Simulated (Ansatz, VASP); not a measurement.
**SiC: VASP beside Ansatz**

```xyz
8
Lattice="-3.0760 0.0000 0.0000 -1.5380 -2.6639 0.0000 -0.6152 0.0000 10.0960" Properties=species:S:1:pos:R:3 pbc="T T T"
Si   -1.5380   -0.8880    6.6003
Si   -1.5380   -0.8880    1.5523
Si   -3.0760   -1.7759    9.1243
Si   -3.0760   -1.7759    4.0763
C    -1.5380   -0.8880    8.5437
C    -1.5380   -0.8880    3.4957
C    -3.0760   -1.7759    0.9717
C    -3.0760   -1.7759    6.0197
```

Alike in both runs: task single point; functional PBE; k mesh 10 × 10 × 3; occupations gaussian, width 0.05 eV; no spin polarisation.

|  | VASP | Ansatz |
| --- | --- | --- |
| version | VASP 6.6.1 | Ansatz 0.2.0 |
| potentials or method | VASP PAW PBE potentials, release 64 (Si, C), cutoff 520 eV | scalar-relativistic, plane waves, PAW |
| valence electrons in the cell | 32 | 32 |

```tsv
	VASP	Ansatz	Ansatz less VASP
gap on the k mesh at the Fermi level (eV)	1.92	1.92	+0.002
least direct gap on the mesh (eV)	3.58	3.58	+0.002
pressure (GPa)	3.2	3.2	+0.05
traceless stress, the component that is largest in VASP (GPa)	8.10	8.08	-0.018
rms of the force components (eV/Å)	0.622	0.622	0.0000
```

Atom by atom the forces differ by 0.001 eV/Å (rms over components).
